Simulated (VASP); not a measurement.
Write the native input for VASP 6.6.1 that does the following.

```
Task                   : single point
Functional             : PBE
Potentials or basis    : VASP PAW PBE potentials, release 64 (Rh_pv)
Cutoff                 : 500 eV
k mesh                 : 21 × 21 × 12
Occupations            : gaussian, width 0.15 eV
Spin                   : collinear spin, ferromagnetic start
Starting moments       : [0.25, 0.25] μB
Fixed moment           : 0.5 μB
Dipole correction      : no
Further INCAR settings : ALGO = Normal; EDIFF = 1e-06; NBANDS = 26
```

The structure of Rh lies in POSCAR:

```
Rh
1.0
    2.7248648789      0.0000000000      0.0000000000
   -1.3624324395      2.3598022070      0.0000000000
    0.0000000000      0.0000000000      4.3851186793
Rh
2
Direct
    0.6666666667      0.3333333333      0.7500000000
    0.3333333333      0.6666666667      0.2500000000
```

This isn't the form of Rh at room conditions, which is fcc.

These files were run (other wordings do the same):

INCAR

```
SYSTEM = Rh
ALGO = Normal
EDIFF = 1E-6
ENCUT = 500
GGA = PE
GGA_COMPAT = .False.
ISIF = 2
ISMEAR = 0
ISPIN = 2
LASPH = .True.
LCHARG = .True.
LELF = .True.
LMAXMIX = 4
LORBIT = 11
LREAL = .False.
LVHAR = .True.
LWAVE = .False.
MAGMOM = 0.25 0.25
NBANDS = 26
NELM = 200
NUPDOWN = 0.5
PREC = Accurate
SIGMA = 0.15
```

KPOINTS

```
k-points
0
Gamma
  21 21 12
  0 0 0
```

Potentials or basis: VASP PAW PBE potentials, release 64 (Rh_pv).

Launch:

```sh
$ cat potpaw_PBE.64/Rh_pv/POTCAR > POTCAR
$ mpirun -np 1 vasp_std > vasp.out
```

Results of the run:

The pressure is 0.6 GPa. The net moment is 0.50 μB per cell and the site moments are Rh +0.25 μB. The valence electrons inside the program's atomic spheres are Rh 13.74.

Caveat: the total moment is fixed, so each spin has its own Fermi level.

Wall time 2.8 min on 1 thread of Intel(R) Xeon(R) 6975P-C (Granite Rapids), with other jobs on the host, peak memory 0.38 GiB.
